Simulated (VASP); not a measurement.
# SnTe (Fm-3m) in VASP: a series of runs

SnTe is run at these levels: PBEsol; tasks: single point.

All numbers are computed with VASP 6.6.1; they aren't measurements. Logs are shortened: lines on timing, memory, paths and dates and some standing lists are left out, and cuts for length are marked.

## (1) The cell of the first run

It takes space group Fm-3m (No. 225, cubic). The conventional cell has a = 6.334 Å, b = 6.334 Å, c = 6.334 Å, α = 90.00°, β = 90.00°, γ = 90.00°. Sn (site symmetry m-3m) has 6 Te at 3.17 Å within 4.2 Å. Te (site symmetry m-3m) has 6 Sn at 3.17 Å within 4.2 Å.

## (2) Single point, PBEsol (31.76 Å³/atom)

Input file INCAR:

```
PREC = Accurate
ENCUT = 520
EDIFF = 1E-6
ISMEAR = -1
SIGMA = 0.08
LREAL = F
LASPH = T
NELM = 80
ALGO = Normal
ISIF = 2
LWAVE = F
LCHARG = F
GGA = PS
NBANDS = 17
```

Input file KPOINTS:

```
regular mesh
0
Gamma
  11 11 11
```

Input file POSCAR:

```
SnTe
1.0
    0.0000000000      3.1669867880      3.1669867880
    3.1669867880      0.0000000000      3.1669867880
    3.1669867880      3.1669867880      0.0000000000
Sn Te
1 1
Direct
    0.0000000000      0.0000000000      0.0000000000
    0.5000000000      0.5000000000      0.5000000000
```

Potentials or basis: VASP PAW PBE potentials, release 64 (Sn_d, Te).

The run is started by

```bash
cat potpaw_PBE.64/Sn_d/POTCAR potpaw_PBE.64/Te/POTCAR > POTCAR
mpirun -np 1 vasp_std > vasp.out
```

OUTCAR:

```text
PREC = Accurate
   ENCUT = 520
   EDIFF = 1E-6
   ISMEAR = -1
   LREAL = F
   LASPH = T
   NELM = 80
   ISIF = 2
   GGA = PS

 ion  position               nearest neighbor table
   1  0.000  0.000  0.000-   2 3.17   2 3.17   2 3.17   2 3.17   2 3.17   2 3.17
   2  0.500  0.500  0.500-   1 3.17   1 3.17   1 3.17   1 3.17   1 3.17   1 3.17

  LATTYP: Found a face centered cubic cell.
 ALAT       =     6.3339735760

  Lattice vectors:

 A1 = (   0.0000000000,   3.1669867880,   3.1669867880)
 A2 = (   3.1669867880,   0.0000000000,   3.1669867880)
 A3 = (   3.1669867880,   3.1669867880,   0.0000000000)

Analysis of symmetry for initial positions (statically):
=====================================================================
 Subroutine PRICEL returns:
 Original cell was already a primitive cell.

 Routine SETGRP: Setting up the symmetry group for a
 face centered cubic supercell.

 Subroutine GETGRP returns: Found 48 space group operations
 (whereof 48 operations were pure point group operations)
 out of a pool of 48 trial point group operations.

The static configuration has the point symmetry O_h .

Analysis of symmetry for dynamics (positions and initial velocities):
=====================================================================
 Subroutine PRICEL returns:
 Original cell was already a primitive cell.

 Routine SETGRP: Setting up the symmetry group for a
 face centered cubic supercell.

 Subroutine GETGRP returns: Found 48 space group operations
 (whereof 48 operations were pure point group operations)
 out of a pool of 48 trial point group operations.

The dynamic configuration has the point symmetry O_h .

 Subroutine INISYM returns: Found 48 space group operations
 (whereof 48 operations are pure point group operations),
 and found     1 'primitive' translations

----------------------------------------------------------------------------------------

                                     Primitive cell

  volume of cell :      63.5285

  direct lattice vectors                    reciprocal lattice vectors
     0.000000000  3.166986788  3.166986788    -0.157878777  0.157878777  0.157878777
     3.166986788  0.000000000  3.166986788     0.157878777 -0.157878777  0.157878777
     3.166986788  3.166986788  0.000000000     0.157878777  0.157878777 -0.157878777

  length of vectors
     4.478795667  4.478795667  4.478795667     0.273454063  0.273454063  0.273454063

  position of ions in fractional coordinates (direct lattice)
     0.000000000  0.000000000  0.000000000
     0.500000000  0.500000000  0.500000000

  ion indices of the primitive-cell ions
   primitive index   ion index
                 1           1
                 2           2

----------------------------------------------------------------------------------------

 KPOINTS: regular mesh

Automatic generation of k-mesh.
 Grid dimensions read from file:
 generate k-points for:   11   11   11

 Generating k-lattice:

  Cartesian coordinates                     Fractional coordinates (reciprocal lattice)
    -0.014352616  0.014352616  0.014352616     0.090909091  0.000000000  0.000000000
     0.014352616 -0.014352616  0.014352616     0.000000000  0.090909091  0.000000000
     0.014352616  0.014352616 -0.014352616     0.000000000  0.000000000  0.090909091

  Length of vectors
     0.024859460  0.024859460  0.024859460

  Shift w.r.t. Gamma in fractional coordinates (k-lattice)
     0.000000000  0.000000000  0.000000000

 Subroutine IBZKPT returns following result:
 ===========================================

 Found     56 irreducible k-points:

 Following reciprocal coordinates:
            Coordinates               Weight
  0.000000  0.000000  0.000000      1.000000
  0.090909  0.000000  0.000000      8.000000
  0.181818  0.000000  0.000000      8.000000
  0.272727  0.000000  0.000000      8.000000
  0.363636  0.000000  0.000000      8.000000
  0.454545  0.000000  0.000000      8.000000
[... 16 lines left out ...]
 -0.272727  0.181818  0.000000     24.000000
 -0.181818  0.181818  0.000000     12.000000
 [... further k-points ...]
   k-points           NKPTS =     56   k-points in BZ     NKDIM =     56   number of bands    NBANDS=     17
   number of dos      NEDOS =    301   number of ions     NIONS =      2
   total plane-waves  NPLWV =  46656
   dimension x,y,z NGX =    36 NGY =   36 NGZ =   36
   dimension x,y,z NGXF=    72 NGYF=   72 NGZF=   72
   ions per type =               1   1
   NGX,Y,Z   is equivalent  to a cutoff of  13.36, 13.36, 13.36 a.u.
   NGXF,Y,Z  is equivalent  to a cutoff of  26.73, 26.73, 26.73 a.u.
 SYSTEM =  unknown system
   PREC   = accura    normal or accurate (medium, high low for compatibility)
   ISTART =      0    job   : 0-new  1-cont  2-samecut
   ICHARG =      2    charge: 1-file 2-atom 10-const
   ISPIN  =      1    spin polarized calculation?
   LNONCOLLINEAR =      F non collinear calculations
   LSORBIT =      F    spin-orbit coupling
   LASPH  =      T    aspherical Exc in radial PAW
   ENCUT  =  520.0 eV  38.22 Ry    6.18 a.u.   8.33  8.33  8.33*2*pi/ulx,y,z
   NELM   =     80;   NELMIN=  2; NELMDL= -5     # of ELM steps
   EDIFF  = 0.1E-05   stopping-criterion for ELM
   LREAL  =      F    real-space projection
   EDIFFG = 0.1E-04   stopping-criterion for IOM
   NSW    =      0    number of steps for IOM
   IBRION =     -1    ionic relax: 0-MD 1-quasi-New 2-CG
   NFREE  =      0    steps in history (QN), initial steepest desc. (CG)
   ISIF   =      2    stress and relaxation
   ISYM   =      2    0-nonsym 1-usesym 2-fastsym
   POTIM  = 0.5000    time-step for ionic-motion
   TEBEG  =    0.0;   TEEND  =   0.0 temperature during run
   PSTRESS=    0.0 pullay stress
   NELECT =      20.0000    total number of electrons
   NUPDOWN=      -1.0000    fix difference up-down
   EMIN   =  10.00;   EMAX   =-10.00  energy-range for DOS
   EFERMI =   0.00;   METHOD = LEGACY
   ISMEAR =    -1;   SIGMA  =   0.08  broadening in eV -4-tet -1-fermi 0-gaus
   EFERMI_NEDOS =   21; number of points for ismear=-14 and -15
   IALGO  =     38    algorithm
   IMIX   =      4    mixing-type and parameters
     AMIX     =   0.40;   BMIX     =  1.00
     AMIX_MAG =   1.60;   BMIX_MAG =  1.00
  volume/ion in A,a.u.               =      31.76       214.36
  Fermi-wavevector in a.u.,A,eV,Ry     =   1.113684  2.104557 16.875193  1.240292
  Thomas-Fermi vector in A             =   2.250271
   LORBIT       =      0    0 simple, 1 ext, 2 COOP (PROOUT), +10 PAW based schemes
   GGA     = PS    functional components
   LHFCALC =     F    Hartree Fock is set to
   AEXX    =    0.0000 exact exchange contribution
   IVDW    =     0    specifies the selected vdW correction
   LEPSILON=     F    determine dielectric tensor
   LRPA    =     F    only Hartree local field effects (RPA)
 non-spin polarized calculation
  energy-cutoff  :      520.00
  volume of cell :       63.53
 maximum number of plane-waves:      1735
 NGX is ok and might be reduce to    36
   NGX = 17   NGY = 17   NGZ = 17

 number of electron      20.0000000 magnetization

 Free energy of the ion-electron system (eV)
  ---------------------------------------------------
  ext. energy  EPLUGINS =         0.00000000
  ---------------------------------------------------
  free energy    TOTEN  =        -8.33608933 eV

  energy without entropy =       -8.33445329  energy(sigma->0) =       -8.33527131

 E-fermi :   6.5993     XC(G=0):  -9.5848

 val. band max:        6.4228115194   @ k =   0.4545   0.0000   0.0000
 cond. band min:       6.8450065743   @ k =   0.4545   0.0000   0.0000
 fundamental gap:      0.4221950549
 Fermi energy:         6.5992968232

 k-point     1 :       0.0000    0.0000    0.0000
  band No.  band energies     occupation
      1     -15.1602      2.00000
      2     -15.1602      2.00000
      3     -15.1542      2.00000
      4     -15.1542      2.00000
      5     -15.1542      2.00000
      6      -6.0929      2.00000
[... 9 lines left out ...]
     16      11.3566      0.00000
     17      13.3412      0.00000

 k-point     2 :       0.0909    0.0000    0.0000
  band No.  band energies     occupation
      1     -15.1605      2.00000
      2     -15.1605      2.00000
      3     -15.1541      2.00000
      4     -15.1538      2.00000
      5     -15.1538      2.00000
      6      -6.0243      2.00000
[... 9 lines left out ...]
     16      11.5292      0.00000
     17      13.9656      0.00000

 k-point     3 :       0.1818    0.0000    0.0000
  band No.  band energies     occupation
      1     -15.1614      2.00000
      2     -15.1614      2.00000
      3     -15.1538      2.00000
      4     -15.1525      2.00000
      5     -15.1525      2.00000
      6      -5.8248      2.00000
[... 9 lines left out ...]
     16      12.0110      0.00000
     17      15.2271      0.00000

 k-point     4 :       0.2727    0.0000    0.0000
  band No.  band energies     occupation
      1     -15.1628      2.00000
      2     -15.1628      2.00000
      3     -15.1533      2.00000
      4     -15.1506      2.00000
      5     -15.1506      2.00000
      6      -5.5174      2.00000
[... 9 lines left out ...]
     16      12.7725      0.00000
     17      16.7828      0.00000
[... 343 lines left out ...]
      1     -15.1663      2.00000
      2     -15.1637      2.00000
      3     -15.1515      2.00000
      4     -15.1488      2.00000
      5     -15.1479      2.00000
      6      -4.8107      2.00000
[... 9 lines left out ...]
     16      13.9111      0.00000
     17      16.7408      0.00000

 k-point    23 :      -0.2727    0.1818    0.0000
  band No.  band energies     occupation
      1     -15.1643      2.00000
      2     -15.1639      2.00000
      3     -15.1521      2.00000
      4     -15.1495      2.00000
      5     -15.1489      2.00000
      6      -5.0964      2.00000
[... 9 lines left out ...]
     16      15.1153      0.00000
     17      15.7989      0.00000

 k-point    24 :      -0.1818    0.1818    0.0000
  band No.  band energies     occupation
      1     -15.1636      2.00000
      2     -15.1625      2.00000
      3     -15.1531      2.00000
      4     -15.1511      2.00000
      5     -15.1496      2.00000
      6      -5.4181      2.00000
[... 9 lines left out ...]
     16      14.4124      0.00000
     17      14.5764      0.00000

 [... further k-points ...]
[... 5 lines left out ...]
  --------------------------------------------------------------------------------------
  -------------------------------------------------------------------------------------
  Total       -0.3935202     -0.3935202     -0.3935202      0.0000000      0.0000000      0.0000000
  in kB       -9.9245064     -9.9245064     -9.9245064      0.0000000      0.0000000      0.0000000
  external PRESSURE =      -9.9245064 kB  Pullay stress =       0.0000000 kB

 VOLUME and BASIS-vectors are now :
 -----------------------------------------------------------------------------
  energy-cutoff  :      520.00
  volume of cell :       63.53
      direct lattice vectors                 reciprocal lattice vectors
     0.000000000  3.166986788  3.166986788    -0.157878777  0.157878777  0.157878777
     3.166986788  0.000000000  3.166986788     0.157878777 -0.157878777  0.157878777
     3.166986788  3.166986788  0.000000000     0.157878777  0.157878777 -0.157878777

 POSITION                                       TOTAL-FORCE (eV/Angst)
 -----------------------------------------------------------------------------------
      0.00000      0.00000      0.00000         0.000000     -0.000000     -0.000000
      3.16699      3.16699      3.16699        -0.000000      0.000000      0.000000
 -----------------------------------------------------------------------------------
    total drift:                               -0.000000      0.000000      0.000000

  FREE ENERGIE OF THE ION-ELECTRON SYSTEM (eV)
  ---------------------------------------------------
  free  energy   TOTEN  =        -8.3360893338 eV

  energy  without entropy=       -8.3344532936  energy(sigma->0) =       -8.33527131
```

It took 2.1 min on 1 thread of Intel Xeon 8259CL, shared host; peak memory 0.23 GiB.

What came out:

* Free energy: -8.3361 eV
* Pressure: -1.0 GPa

Caveat: this odd mesh misses L, so gap, dielectric constants and Born charges aren't listed; the PAW data sets were made with another functional, which shifts forces and pressure a little; spin-orbit coupling is left out, which moves the levels of the heavy elements.

## (3) Single point, PBEsol (32.08 Å³/atom)

This run uses another cell than the first one, of 32.08 Å³/atom.

Input file INCAR:

```
PREC = Accurate
ENCUT = 520
EDIFF = 1E-7
ISMEAR = -1
SIGMA = 0.08
LREAL = F
LASPH = T
NELM = 60
ALGO = Normal
ISIF = 2
LWAVE = F
LCHARG = F
GGA = PS
NBANDS = 17
```

Input file KPOINTS:

```
Automatic mesh
0
Gamma
  11 11 11
```

Input file POSCAR:

```
SnTe
1.0
    0.0000000000      3.1774045827      3.1774045827
    3.1774045827      0.0000000000      3.1774045827
    3.1774045827      3.1774045827      0.0000000000
Sn Te
1 1
Direct
    0.0000000000      0.0000000000      0.0000000000
    0.5000000000      0.5000000000      0.5000000000
```

Potentials or basis: VASP PAW PBE potentials, release 64 (Sn_d, Te).

The run is started by

```bash
cat potpaw_PBE.64/Sn_d/POTCAR potpaw_PBE.64/Te/POTCAR > POTCAR
mpirun -np 1 vasp_std > vasp.out
```

Wall time 2.2 min (1 thread of Intel Xeon 8259CL, shared host); peak memory 0.24 GiB.

Results (log left out):

```
Free energy : -8.3316 eV
Pressure    : -1.4 GPa
```

Levels at points of the mesh, in eV from the Fermi level:
```tsv
k point	band 8	band 9	band 10	band 11	band 12	band 13
(0.00, 0.00, 0.00)	-2.04	-2.04	-2.04	3.30	3.30	3.30
```

Caveat: this odd mesh misses L, so gap, dielectric constants and Born charges aren't listed; the PAW data sets were made with another functional, which shifts forces and pressure a little; spin-orbit coupling is left out, which moves the levels of the heavy elements.

## (4) Single point, PBEsol (32.71 Å³/atom)

This run uses another cell than the first one, of 32.71 Å³/atom.

Input file INCAR:

```
PREC = Accurate ; ENCUT = 520
EDIFF = 1E-6 ; ISMEAR = -1
SIGMA = 0.08 ; LREAL = F
LASPH = T ; NELM = 60
ALGO = Normal ; ISIF = 2
LWAVE = F ; LCHARG = T
GGA = PS ; LELF = T
LVHAR = T ; NBANDS = 17
```

Input file KPOINTS:

```
regular mesh
0
Gamma
  11 11 11
```

Input file POSCAR:

```
SnTe
1.0
    0.0000000000      3.1980376582      3.1980376582
    3.1980376582      0.0000000000      3.1980376582
    3.1980376582      3.1980376582      0.0000000000
Sn Te
1 1
Direct
    0.0000000000      0.0000000000      0.0000000000
    0.5000000000      0.5000000000      0.5000000000
```

The run is started by

```bash
cat potpaw_PBE.64/Sn_d/POTCAR potpaw_PBE.64/Te/POTCAR > POTCAR
mpirun -np 1 vasp_std > vasp.out
```

Wall time 1.8 min (1 thread of Intel Xeon 8259CL, shared host); peak memory 0.24 GiB.

The run converged. Its results:

* Free energy: -8.3180 eV
* Pressure: -2.2 GPa

Levels at points of the mesh, in eV from the Fermi level:
```
           k point  band 8  band 9  band 10  band 11  band 12  band 13
(0.00, 0.00, 0.00)   -1.98   -1.98    -1.98     3.26     3.26     3.26
```

Caveat: this odd mesh misses L, so gap, dielectric constants and Born charges aren't listed; the PAW data sets were made with another functional, which shifts forces and pressure a little; spin-orbit coupling is left out, which moves the levels of the heavy elements.

## (5) Single point, PBEsol (33.34 Å³/atom)

This run uses another cell than the first one, of 33.34 Å³/atom.

Input file INCAR:

```
SYSTEM = SnTe
PREC = Accurate ; ENCUT = 520
EDIFF = 1E-6 ; ISMEAR = -1
SIGMA = 0.08 ; LREAL = .False.
LASPH = .True. ; NELM = 80
ALGO = Normal ; ISIF = 2
LWAVE = .False. ; LCHARG = .False.
GGA = PS ; NBANDS = 17
```

Input file KPOINTS:

```
Automatic mesh
0
Gamma
  11 11 11
  0 0 0
```

Input file POSCAR:

```
SnTe
1.0
    0.0000000000      3.2184078740      3.2184078740
    3.2184078740      0.0000000000      3.2184078740
    3.2184078740      3.2184078740      0.0000000000
Sn Te
1 1
Direct
    0.0000000000      0.0000000000      0.0000000000
    0.5000000000      0.5000000000      0.5000000000
```

The run is started by

```bash
cat potpaw_PBE.64/Sn_d/POTCAR potpaw_PBE.64/Te/POTCAR > POTCAR
mpirun -np 1 vasp_std > vasp.out
```

It took 94 s on 1 thread of Intel Xeon 8259CL, shared host; peak memory 0.24 GiB.

Results (log left out):

- Free energy: -8.2987 eV
- Pressure: -2.8 GPa

Levels at points of the mesh, in eV from the Fermi level:
| k point | band 6 | band 7 | band 8 | band 9 | band 10 | band 11 | band 12 | band 13 | band 14 | band 15 |
| --- | --- | --- | --- | --- | --- | --- | --- | --- | --- | --- |
| (0.00, 0.00, 0.00) | -12.33 | -4.91 | -1.92 | -1.92 | -1.92 | 3.23 | 3.23 | 3.23 | 4.86 | 4.86 |

Caveat: this odd mesh misses L, so gap, dielectric constants and Born charges aren't listed; the PAW data sets were made with another functional, which shifts forces and pressure a little; spin-orbit coupling is left out, which moves the levels of the heavy elements.

## (6) Overview

```tsv
cell	pressure (GPa)
a = 4.479 Å, angles 60.0°, 2 atoms	-1.0
a = 4.494 Å, angles 60.0°, 2 atoms	-1.4
a = 4.523 Å, angles 60.0°, 2 atoms	-2.2
a = 4.552 Å, angles 60.0°, 2 atoms	-2.8
```

Alike in all rows: task single point; level PBEsol; potentials or basis VASP PAW PBE potentials, release 64 (Sn_d, Te); no spin polarisation; k mesh 11 × 11 × 11; cutoff (eV) 520; smearing fermi-dirac 0.08 eV.

Caveats: the PAW data sets were made with another functional, which shifts forces and pressure a little; spin-orbit coupling is left out, which moves the levels of the heavy elements.

Absolute energies hang on the potentials; compare differences alone.
